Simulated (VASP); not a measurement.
WC, 16 atoms in the cell. The cell holds a slab with vacuum, 16 atoms: a = 5.801 Å, b = 5.801 Å, c = 15.252 Å, α = 90.00°, β = 90.00°, γ = 120.00°. 

```yaml
Program: VASP 6.6.1
Task: relaxation of the atoms
Functional: PBE
Potentials_or_basis: VASP PAW PBE potentials, release 64 (W_sv, C)
Cutoff: 520 eV
k_mesh: 2 × 2 × 1
Occupations: fermi-dirac, width 0.1 eV
Spin: no spin polarisation
Dipole_correction: no
Atoms_held_fixed_from_0: "[0, 2, 4, 6]"
Further_INCAR_settings: LREAL = Auto; ALGO = Normal; EDIFF = 1e-07; IBRION = 2; EDIFFG = -0.08; NSW = 45
```

Potentials or basis: VASP PAW PBE potentials, release 64 (W_sv, C).

Run with:

```console
$ cat potpaw_PBE.64/W_sv/POTCAR potpaw_PBE.64/C/POTCAR > POTCAR
$ mpirun -np 1 vasp_std > vasp.out
```

Hardware: 1 thread of Intel(R) Xeon(R) Platinum 8259CL CPU @ 2.50GHz (Skylake/Cascade Lake) (shared host).

Task: How long does it take, and how much memory?

Result: Wall time 28 min on 1 thread of Intel(R) Xeon(R) Platinum 8259CL CPU @ 2.50GHz (Skylake/Cascade Lake) (shared host), peak memory 0.67 GiB. Counts: scf iterations 154, k points 2, ion steps 10.
